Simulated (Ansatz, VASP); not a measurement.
# Al2O3: VASP beside Ansatz

```xyz
5
Lattice="2.8843 0.0000 0.0000 -1.4422 2.4979 0.0000 0.0000 0.0000 9.3368" Properties=species:S:1:pos:R:3 pbc="T T T"
Al    0.0000    0.0000    1.4004
Al    0.0000    0.0000    7.9363
O     0.0000    1.6653    2.0757
O     1.4422    0.8326    0.0000
O     0.0000    1.6653    7.2610
```

Alike in both runs: task single point; functional LDA; k mesh 12 × 12 × 2; no spin polarisation.

|  | VASP | Ansatz |
| --- | --- | --- |
| version | VASP 6.6.1 | Ansatz 0.2.0 |
| potentials or method | VASP PAW LDA potentials, release 64 (Al, O) | plane waves, PAW |
| plane-wave cutoff (eV) | 520 | 420 |
| occupations | gaussian, width 0.01 eV | fixed |
| valence electrons in the cell | 24 | 24 |

|  | VASP | Ansatz | Ansatz less VASP |
| --- | --- | --- | --- |
| rms of the force components (eV/Å) | 0.182 | 0.192 | +0.0099 |

LDA's correlation is that of Perdew and Zunger in VASP and of Perdew and Wang (1992) in Ansatz. Atom by atom the forces differ by 0.010 eV/Å (rms over components).
